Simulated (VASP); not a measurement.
Here is a VASP 6.6.1 calculation.

INCAR

```
SYSTEM = PbS
ALGO = Normal ; EDIFF = 1E-8
ENCUT = 520 ; GGA = CA
ISIF = 2 ; ISMEAR = -1
LASPH = .True. ; LCHARG = .False.
LEFG = .True. ; LREAL = .False.
LWAVE = .False. ; NBANDS = 17
NELM = 80 ; PREC = Accurate
SIGMA = 0.01
```

KPOINTS

```
k-points
0
Gamma
  8 8 8
  0 0 0
```

File POSCAR:

```
PbS
1.0
    0.0000000000      2.9650000000      2.9057000000
    2.9650000000      0.0000000000      2.9057000000
    2.9650000000      2.9650000000      0.0000000000
Pb S
1 1
Direct
    0.0000000000      0.0000000000      0.0000000000
    0.5000000000      0.5000000000      0.5000000000
```

Potentials or basis: VASP PAW LDA potentials, release 64 (Pb_d, S).

Command:

```console
$ cat potpaw_LDA.64/Pb_d/POTCAR potpaw_LDA.64/S/POTCAR > POTCAR
$ mpirun -np 1 vasp_std > vasp.out
```

Task: What does it give for the band gap on the k mesh?

Result: 0.12 eV, direct.

Task: Predict the pressure.

Result: -1.3 GPa.

Stress tensor (GPa, compression positive):
```
-2.21  0.00  0.00
 0.00 -2.21  0.00
 0.00  0.00  0.58
```

Caveat: the cell differs from its parent crystal (zz strain of -2 %); without QUAD_EFG the Cq values of the log hold for a quadrupole moment of 1 mb, not for the nuclei; spin-orbit coupling is left out, which moves the levels of the heavy elements. A k mesh can miss the band edges.
